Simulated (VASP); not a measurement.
# Al2O3 (R-3c) in VASP: settings compared

Aim: see how the results for Al2O3 move with the level of theory and the settings. Levels: b88 exchange, pbe correlation. Tasks: single point.

Everything below comes from runs of VASP 6.6.1. Logs are shortened: lines on timing, memory, paths and dates and some standing lists are left out, and cuts for length are marked.

## 1. The cell of the first run

The structure is trigonal, space group R-3c (No. 167). The conventional cell has a = 4.663 Å, b = 4.663 Å, c = 12.730 Å, α = 90.00°, β = 90.00°, γ = 120.00°. Within 2.4 Å of Al (site symmetry 3) lie 6 O at 1.82 to 1.93 Å. O (site symmetry 2) has 4 Al at 1.82 to 1.93 Å and 12 O at 2.48 to 2.81 Å within 2.9 Å.

## 2. Single point, b88 exchange, pbe correlation

INCAR

```
PREC = Accurate
ENCUT = 600
EDIFF = 1E-6
ISMEAR = -1
SIGMA = 0.05
LREAL = False
LASPH = True
NELM = 120
ALGO = Normal
ISIF = 2
LWAVE = False
LCHARG = False
GGA = LIBXC
LIBXC1 = GGA_X_B88
LIBXC2 = GGA_C_PBE
NBANDS = 35
GGA_COMPAT = False
```

KPOINTS

```
regular mesh
0
Gamma
  7 7 7
```

POSCAR

```
Al2O3
1.0
    2.3316598353      1.3461844335      4.2434364115
   -2.3316598353      1.3461844335      4.2434364115
    0.0000000000     -2.6923688671      4.2434364115
Al O
4 6
Direct
    0.8521600000      0.8521600000      0.8521600000
    0.6478400000      0.6478400000      0.6478400000
    0.1478400000      0.1478400000      0.1478400000
    0.3521600000      0.3521600000      0.3521600000
    0.0566800000      0.7500000000      0.4433200000
    0.7500000000      0.4433200000      0.0566800000
    0.4433200000      0.0566800000      0.7500000000
    0.9433200000      0.2500000000      0.5566800000
    0.2500000000      0.5566800000      0.9433200000
    0.5566800000      0.9433200000      0.2500000000
```

Potentials or basis: VASP PAW PBE potentials, release 64 (Al, O).

Started as:

```console
$ cat potpaw_PBE.64/Al/POTCAR potpaw_PBE.64/O/POTCAR > POTCAR
$ mpirun -np 1 vasp_std > vasp.out
```

OUTCAR:

```text
PREC = Accurate
   ENCUT = 600
   EDIFF = 1E-6
   ISMEAR = -1
   LREAL = False
   LASPH = True
   NELM = 120
   ISIF = 2
   GGA = LIBXC

 ion  position               nearest neighbor table
   1  0.852  0.852  0.852-   8 1.82  10 1.82   9 1.82   6 1.93   5 1.93   7 1.93   2 2.60   3 2.73
                             3 2.73   3 2.73   2 3.15   2 3.15   2 3.15
   2  0.648  0.648  0.648-   9 1.82  10 1.82   8 1.82   5 1.93   6 1.93   7 1.93   1 2.60   4 2.73
                             4 2.73   4 2.73   1 3.15   1 3.15   1 3.15
   3  0.148  0.148  0.148-   5 1.82   7 1.82   6 1.82   9 1.93   8 1.93  10 1.93   4 2.60   1 2.73
                             1 2.73   1 2.73   4 3.15   4 3.15   4 3.15
   4  0.352  0.352  0.352-   6 1.82   7 1.82   5 1.82   8 1.93   9 1.93  10 1.93   3 2.60   2 2.73
                             2 2.73   2 2.73   3 3.15   3 3.15   3 3.15
   5  0.057  0.750  0.443-   3 1.82   4 1.82   2 1.93   1 1.93
   6  0.750  0.443  0.057-   4 1.82   3 1.82   1 1.93   2 1.93
   7  0.443  0.057  0.750-   3 1.82   4 1.82   1 1.93   2 1.93
   8  0.943  0.250  0.557-   1 1.82   2 1.82   4 1.93   3 1.93
   9  0.250  0.557  0.943-   2 1.82   1 1.82   3 1.93   4 1.93
  10  0.557  0.943  0.250-   1 1.82   2 1.82   3 1.93   4 1.93

  LATTYP: Found a trigonal (rhomboedric) cell.
 ALAT       =     5.0254952686
 COS(alpha) =     0.5694707703

  Lattice vectors:

 A1 = (   2.3316598353,   1.3461844335,   4.2434364115)
 A2 = (  -2.3316598353,   1.3461844335,   4.2434364115)
 A3 = (   0.0000000000,  -2.6923688671,   4.2434364115)

Analysis of symmetry for initial positions (statically):
=====================================================================
 Subroutine PRICEL returns:
 Original cell was already a primitive cell.

 Routine SETGRP: Setting up the symmetry group for a
 trigonal (rhombohedral) supercell.

 Subroutine GETGRP returns: Found 12 space group operations
 (whereof  6 operations were pure point group operations)
 out of a pool of 12 trial point group operations.

The static configuration has the point symmetry S_6 .
 The point group associated with its full space group is D_3d.

Analysis of symmetry for dynamics (positions and initial velocities):
=====================================================================
 Subroutine PRICEL returns:
 Original cell was already a primitive cell.

 Routine SETGRP: Setting up the symmetry group for a
 trigonal (rhombohedral) supercell.

 Subroutine GETGRP returns: Found 12 space group operations
 (whereof  6 operations were pure point group operations)
 out of a pool of 12 trial point group operations.

The dynamic configuration has the point symmetry S_6 .
 The point group associated with its full space group is D_3d.

 Subroutine INISYM returns: Found 12 space group operations
 (whereof  6 operations are pure point group operations),
 and found     1 'primitive' translations

----------------------------------------------------------------------------------------

                                     Primitive cell

  volume of cell :      79.9169

  direct lattice vectors                    reciprocal lattice vectors
     2.331659835  1.346184433  4.243436412     0.214439513  0.123806711  0.078552687
    -2.331659835  1.346184433  4.243436412    -0.214439513  0.123806711  0.078552687
     0.000000000 -2.692368867  4.243436412     0.000000000 -0.247613421  0.078552687

  length of vectors
     5.025495269  5.025495269  5.025495269     0.259774770  0.259774770  0.259774770

  position of ions in fractional coordinates (direct lattice)
     0.852160000  0.852160000  0.852160000
     0.647840000  0.647840000  0.647840000
     0.147840000  0.147840000  0.147840000
     0.352160000  0.352160000  0.352160000
     0.056680000  0.750000000  0.443320000
     0.750000000  0.443320000  0.056680000
     0.443320000  0.056680000  0.750000000
     0.943320000  0.250000000  0.556680000
     0.250000000  0.556680000  0.943320000
     0.556680000  0.943320000  0.250000000

  ion indices of the primitive-cell ions
   primitive index   ion index
                 1           1
                 2           2
                 3           3
                 4           4
                 5           5
                 6           6
                 7           7
                 8           8
                 9           9
                10          10

----------------------------------------------------------------------------------------

 KPOINTS: regular mesh

Automatic generation of k-mesh.
 Grid dimensions read from file:
 generate k-points for:    7    7    7

 Generating k-lattice:

  Cartesian coordinates                     Fractional coordinates (reciprocal lattice)
     0.030634216  0.017686673  0.011221812     0.142857143 -0.000000000 -0.000000000
    -0.030634216  0.017686673  0.011221812    -0.000000000  0.142857143 -0.000000000
     0.000000000 -0.035373346  0.011221812    -0.000000000 -0.000000000  0.142857143

  Length of vectors
     0.037110681  0.037110681  0.037110681

  Shift w.r.t. Gamma in fractional coordinates (k-lattice)
     0.000000000  0.000000000  0.000000000

 Subroutine IBZKPT returns following result:
 ===========================================

 Found     44 irreducible k-points:

 Following reciprocal coordinates:
            Coordinates               Weight
  0.000000  0.000000  0.000000      1.000000
  0.142857  0.000000  0.000000      6.000000
  0.285714  0.000000  0.000000      6.000000
  0.428571  0.000000  0.000000      6.000000
  0.142857  0.142857  0.000000      6.000000
  0.285714  0.142857  0.000000     12.000000
[... 16 lines left out ...]
  0.285714  0.285714  0.142857      6.000000
  0.428571  0.285714  0.142857     12.000000
 [... further k-points ...]
   k-points           NKPTS =     44   k-points in BZ     NKDIM =     44   number of bands    NBANDS=     35
   number of dos      NEDOS =    301   number of ions     NIONS =     10
   total plane-waves  NPLWV =  64000
   dimension x,y,z NGX =    40 NGY =   40 NGZ =   40
   dimension x,y,z NGXF=    80 NGYF=   80 NGZF=   80
   ions per type =               4   6
   NGX,Y,Z   is equivalent  to a cutoff of  13.23, 13.23, 13.23 a.u.
   NGXF,Y,Z  is equivalent  to a cutoff of  26.46, 26.46, 26.46 a.u.
 SYSTEM =  unknown system
   PREC   = accura    normal or accurate (medium, high low for compatibility)
   ISTART =      0    job   : 0-new  1-cont  2-samecut
   ICHARG =      2    charge: 1-file 2-atom 10-const
   ISPIN  =      1    spin polarized calculation?
   LNONCOLLINEAR =      F non collinear calculations
   LSORBIT =      F    spin-orbit coupling
   LASPH  =      T    aspherical Exc in radial PAW
   ENCUT  =  600.0 eV  44.10 Ry    6.64 a.u.  10.04 10.04 10.04*2*pi/ulx,y,z
   NELM   =    120;   NELMIN=  2; NELMDL= -5     # of ELM steps
   EDIFF  = 0.1E-05   stopping-criterion for ELM
   LREAL  =      F    real-space projection
   EDIFFG = 0.1E-04   stopping-criterion for IOM
   NSW    =      0    number of steps for IOM
   IBRION =     -1    ionic relax: 0-MD 1-quasi-New 2-CG
   NFREE  =      0    steps in history (QN), initial steepest desc. (CG)
   ISIF   =      2    stress and relaxation
   ISYM   =      2    0-nonsym 1-usesym 2-fastsym
   POTIM  = 0.5000    time-step for ionic-motion
   TEBEG  =    0.0;   TEEND  =   0.0 temperature during run
   PSTRESS=    0.0 pullay stress
   NELECT =      48.0000    total number of electrons
   NUPDOWN=      -1.0000    fix difference up-down
   EMIN   =  10.00;   EMAX   =-10.00  energy-range for DOS
   EFERMI =   0.00;   METHOD = LEGACY
   ISMEAR =    -1;   SIGMA  =   0.05  broadening in eV -4-tet -1-fermi 0-gaus
   EFERMI_NEDOS =   21; number of points for ismear=-14 and -15
   IALGO  =     38    algorithm
   IMIX   =      4    mixing-type and parameters
     AMIX     =   0.40;   BMIX     =  1.00
     AMIX_MAG =   1.60;   BMIX_MAG =  1.00
  volume/ion in A,a.u.               =       7.99        53.93
  Fermi-wavevector in a.u.,A,eV,Ry     =   1.381261  2.610204 25.958301  1.907881
  Thomas-Fermi vector in A             =   2.506062
   LORBIT       =      0    0 simple, 1 ext, 2 COOP (PROOUT), +10 PAW based schemes
   GGA     = LIBXC    functional components
   LHFCALC =     F    Hartree Fock is set to
   AEXX    =    0.0000 exact exchange contribution
   IVDW    =     0    specifies the selected vdW correction
   LEPSILON=     F    determine dielectric tensor
   LRPA    =     F    only Hartree local field effects (RPA)
 non-spin polarized calculation
  energy-cutoff  :      600.00
  volume of cell :       79.92
 maximum number of plane-waves:      2684
   NGX = 21   NGY = 21   NGZ = 21

 number of electron      47.9999997 magnetization

 Free energy of the ion-electron system (eV)
  ---------------------------------------------------
  ext. energy  EPLUGINS =         0.00000000
  ---------------------------------------------------
  free energy    TOTEN  =       -73.24948633 eV

  energy without entropy =      -73.24948633  energy(sigma->0) =      -73.24948633

 E-fermi :   7.9193     XC(G=0): -12.0342

 val. band max:        6.8163253023   @ k =   0.0000   0.0000   0.0000
 cond. band min:      13.8666244524   @ k =   0.0000   0.0000   0.0000
 fundamental gap:      7.0502991501
 Fermi energy:         7.9192604014

 k-point     1 :       0.0000    0.0000    0.0000
  band No.  band energies     occupation
      1     -12.9111      2.00000
      2     -10.3354      2.00000
      3     -10.0192      2.00000
      4     -10.0192      2.00000
      5      -9.6821      2.00000
      6      -9.6821      2.00000
[... 27 lines left out ...]
     34      21.3710      0.00000
     35      22.0779      0.00000

 k-point     2 :       0.1429    0.0000    0.0000
  band No.  band energies     occupation
      1     -12.7962      2.00000
      2     -10.3845      2.00000
      3     -10.1035      2.00000
      4     -10.0455      2.00000
      5      -9.7383      2.00000
      6      -9.6880      2.00000
[... 27 lines left out ...]
     34      20.6337      0.00000
     35      21.7809      0.00000
[... 796 lines left out ...]
     34      21.0583      0.00000
     35      21.4629      0.00000

 k-point    24 :       0.4286    0.2857    0.1429
  band No.  band energies     occupation
      1     -12.2470      2.00000
      2     -10.8610      2.00000
      3     -10.3784      2.00000
      4     -10.1364      2.00000
      5      -9.9165      2.00000
      6      -9.6173      2.00000
[... 27 lines left out ...]
     34      21.0141      0.00000
     35      21.2331      0.00000

 [... further k-points ...]
[... 5 lines left out ...]
  --------------------------------------------------------------------------------------
  -------------------------------------------------------------------------------------
  Total       12.7624312     12.7624312     11.7587945      0.0000000     -0.0000000      0.0000000
  in kB      255.8617067    255.8617067    235.7407597      0.0000000     -0.0000000      0.0000000
  external PRESSURE =     249.1547244 kB  Pullay stress =       0.0000000 kB

 VOLUME and BASIS-vectors are now :
 -----------------------------------------------------------------------------
  energy-cutoff  :      600.00
  volume of cell :       79.92
      direct lattice vectors                 reciprocal lattice vectors
     2.331659835  1.346184433  4.243436412     0.214439513  0.123806711  0.078552687
    -2.331659835  1.346184433  4.243436412    -0.214439513  0.123806711  0.078552687
     0.000000000 -2.692368867  4.243436412     0.000000000 -0.247613421  0.078552687

 POSITION                                       TOTAL-FORCE (eV/Angst)
 -----------------------------------------------------------------------------------
      0.00000     -0.00000     10.84826         0.000000      0.000000     -0.071155
      0.00000     -0.00000      8.24720         0.000000     -0.000000      0.071155
      0.00000     -0.00000      1.88205         0.000000     -0.000000      0.071155
      0.00000     -0.00000      4.48311         0.000000      0.000000     -0.071155
     -1.61659     -0.10764      5.30430         0.013381      0.023177     -0.000000
      0.71507      1.45383      5.30430         0.013381     -0.023177     -0.000000
      0.90151     -1.34618      5.30430        -0.026762     -0.000000     -0.000000
      1.61659      0.10764      7.42601        -0.013381     -0.023177     -0.000000
     -0.71507     -1.45383      7.42601        -0.013381      0.023177     -0.000000
     -0.90151      1.34618      7.42601         0.026762     -0.000000     -0.000000
 -----------------------------------------------------------------------------------
    total drift:                               -0.000000      0.000000     -0.000000

  FREE ENERGIE OF THE ION-ELECTRON SYSTEM (eV)
  ---------------------------------------------------
  free  energy   TOTEN  =       -73.2494863284 eV

  energy  without entropy=      -73.2494863284  energy(sigma->0) =      -73.24948633
```

Run time: 2.9 min. Hardware: 1 thread of Intel Xeon 6975P-C (Granite Rapids), shared host; peak memory 0.29 GiB.

Results:

```
Free energy            : -73.2495 eV
Pressure               : 24.9 GPa
Largest force          : 0.071 eV/Å
Band gap on the k mesh : 7.05 eV
```

Forces in eV/Å, atoms in the order of the input:
```
Al   0.000  0.000 -0.071
Al   0.000  0.000  0.071
Al   0.000  0.000  0.071
Al   0.000  0.000 -0.071
O    0.013  0.023  0.000
O    0.013 -0.023  0.000
O   -0.027  0.000  0.000
O   -0.013 -0.023  0.000
O   -0.013  0.023  0.000
O    0.027  0.000  0.000
```

Stress tensor (GPa, compression positive):
```
25.59  0.00  0.00
 0.00 25.59  0.00
 0.00  0.00 23.57
```

Levels at points of the mesh, in eV from the valence-band top:
| k point | band 22 | band 23 | band 24 | band 25 | band 26 | band 27 |
| --- | --- | --- | --- | --- | --- | --- |
| (0.00, 0.00, 0.00) | -0.06 | -0.06 | 0.00 | 7.05 | 9.65 | 11.61 |

Caveat: the cell stands under pressure; the PAW data sets were made with another functional, which shifts forces and pressure a little. A k mesh can miss the band edges.

## 3. Single point, b88 exchange, pbe correlation

This run uses another cell than the first one, of 8.16 Å³/atom.

INCAR

```
ALGO = Normal
EDIFF = 1E-6
ENCUT = 600
GGA = LIBXC
GGA_COMPAT = F
ISIF = 2
ISMEAR = -1
LASPH = T
LCHARG = F
LIBXC1 = GGA_X_B88
LIBXC2 = GGA_C_PBE
LREAL = F
LWAVE = F
NBANDS = 35
NELM = 120
PREC = Accurate
SIGMA = 0.05
```

KPOINTS

```
k-points
0
Gamma
  7 7 7
```

POSCAR, as its differences from that of step 2:

```diff
@@ -2,5 +2,5 @@
 1.0
-    2.3316598353      1.3461844335      4.2434364115
-   -2.3316598353      1.3461844335      4.2434364115
-    0.0000000000     -2.6923688671      4.2434364115
+    2.3480805160      1.3556649179      4.2733207511
+   -2.3480805160      1.3556649179      4.2733207511
+    0.0000000000     -2.7113298360      4.2733207511
 Al O
```

Potentials or basis: VASP PAW PBE potentials, release 64 (Al, O).

Started as:

```console
$ cat potpaw_PBE.64/Al/POTCAR potpaw_PBE.64/O/POTCAR > POTCAR
$ mpirun -np 1 vasp_std > vasp.out
```

Run time: 2.9 min. Hardware: 1 thread of Intel Xeon 6975P-C (Granite Rapids), shared host; peak memory 0.29 GiB.

It converged, with:

```
Free energy            : -73.4842 eV
Pressure               : 18.2 GPa
Largest force          : 0.054 eV/Å
Band gap on the k mesh : 6.78 eV
```

Forces in eV/Å, atoms in the order of the input:
```
Al   0.000  0.000 -0.054
Al   0.000  0.000  0.054
Al   0.000  0.000  0.054
Al   0.000  0.000 -0.054
O    0.002  0.004  0.000
O    0.002 -0.004  0.000
O   -0.005  0.000  0.000
O   -0.002 -0.004  0.000
O   -0.002  0.004  0.000
O    0.005  0.000  0.000
```

Stress tensor (GPa, compression positive):
```
18.74  0.00  0.00
 0.00 18.74  0.00
 0.00  0.00 17.24
```

Levels at points of the mesh, in eV from the valence-band top:
```csv
k point,band 22,band 23,band 24,band 25,band 26,band 27
"(0.00, 0.00, 0.00)",-0.05,-0.05,0.00,6.78,9.49,11.33
```

Caveat: the cell stands under pressure; the PAW data sets were made with another functional, which shifts forces and pressure a little.
